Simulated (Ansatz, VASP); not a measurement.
**AlN in VASP and in Ansatz**

```xyz
4
Lattice="3.1925 0.0000 0.0000 -1.5962 2.7648 0.0000 0.0000 0.0000 4.4149" Properties=species:S:1:pos:R:3 pbc="T T T"
Al    0.0000    1.8432    0.0076
Al    1.5963    0.9216    2.2151
N     0.0000    1.8432    1.6921
N     1.5963    0.9216    3.8996
```

Alike in both runs: task relaxation of the atoms; functional PBE; k mesh 9 × 9 × 6; occupations gaussian, width 0.05 eV; no spin polarisation.

|  | VASP | Ansatz |
| --- | --- | --- |
| version | VASP 6.6.1 | Ansatz 0.2.0 |
| potentials or method | VASP PAW PBE potentials, release 64 (Al, N), cutoff 520 eV | scalar-relativistic, plane waves, PAW |
| valence electrons in the cell | 16 | 16 |

Ansatz gave:

| Property | Result |
| --- | --- |
| gap on the k mesh at the Fermi level, each at its own relaxed structure (eV) | 3.73 |

Q: Estimate VASP's values.

A: gap on the k mesh at the Fermi level, each at its own relaxed structure (eV): 3.74.

Ansatz's warnings: stress scf threshold loose.
